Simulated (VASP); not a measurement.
Set up this calculation in VASP 6.6.1, as the native input.

| Quantity | Value |
| --- | --- |
| Task | single point |
| Functional | HSE06 |
| Potentials or basis | VASP PAW PBE potentials, release 64 (Sb, Ga_d) |
| Cutoff | 520 eV |
| k mesh | 5 × 5 × 5 |
| Occupations | fermi-dirac, width 0.05 eV |
| Spin | no spin polarisation |
| Dipole correction | no |
| Grid for exact exchange (PRECFOCK) | Normal |
| Further INCAR settings | ALGO = Normal; EDIFF = 1e-06; NBANDS = 16 |
| Share of exact exchange | 0.25 |
| Screening parameter | 0.2079 1/Å |

Crystal: GaSb.

```
Sb Ga
1.0
    -2.75343    2.75343    1.59071
     2.75343   -2.75343    1.59071
     2.75343    2.75343   -1.59071
Sb Ga
1 1
Direct
  0.00000 0.00000 0.00000
  0.75000 0.25000 0.50000
```

These files were run (other wordings do the same):

POSCAR

```
GaSb
1.0
   -2.7534340000      2.7534340000      1.5907070000
    2.7534340000     -2.7534340000      1.5907070000
    2.7534340000      2.7534340000     -1.5907070000
Sb Ga
1 1
Direct
    0.0000000000      0.0000000000      0.0000000000
    0.7500000000      0.2500000000      0.5000000000
```

INCAR.step1

```
SYSTEM = GaSb
PREC = Accurate
ENCUT = 520
EDIFF = 1E-5
ISMEAR = -1
SIGMA = 0.05
LREAL = .FALSE.
LASPH = .TRUE.
NELM = 100
ALGO = Normal
ISIF = 2
LWAVE = .TRUE.
LCHARG = .FALSE.
GGA = PE
NBANDS = 16
```

INCAR.step2

```
SYSTEM = GaSb
PREC = Accurate
ENCUT = 520
EDIFF = 1E-6
ISMEAR = -1
SIGMA = 0.05
LREAL = .FALSE.
LASPH = .TRUE.
NELM = 100
ALGO = Normal
ISIF = 2
LWAVE = .FALSE.
LCHARG = .FALSE.
GGA = PE
LHFCALC = .TRUE.
HFSCREEN = 0.2079
PRECFOCK = Normal
ISTART = 1
NBANDS = 16
```

KPOINTS

```
Automatic mesh
0
G
  5 5 5
  0 0 0
```

Potentials or basis: VASP PAW PBE potentials, release 64 (Sb, Ga_d).

Launch:

```bash
$ cat potpaw_PBE.64/Sb/POTCAR potpaw_PBE.64/Ga_d/POTCAR > POTCAR
$ cp INCAR.step1 INCAR
$ mpirun -np 1 vasp_std > vasp.out
$ cp INCAR.step2 INCAR
$ mpirun -np 1 vasp_std > vasp.out
```

Results of the run:

The pressure is -2.1 GPa and the band gap on the k mesh is zero (bands 9 and 10 overlap by 3.00 eV).

Caveat: the k points lie up to 0.46 Å⁻¹ apart, too coarse for converged energies and pressures of a metal; the PAW data sets were made with another functional, which shifts forces and pressure a little; spin-orbit coupling is left out, which moves the levels of the heavy elements.

Wall time 13 min on 1 thread of Intel(R) Xeon(R) 6975P-C (Granite Rapids) (shared host), peak memory 0.3 GiB.
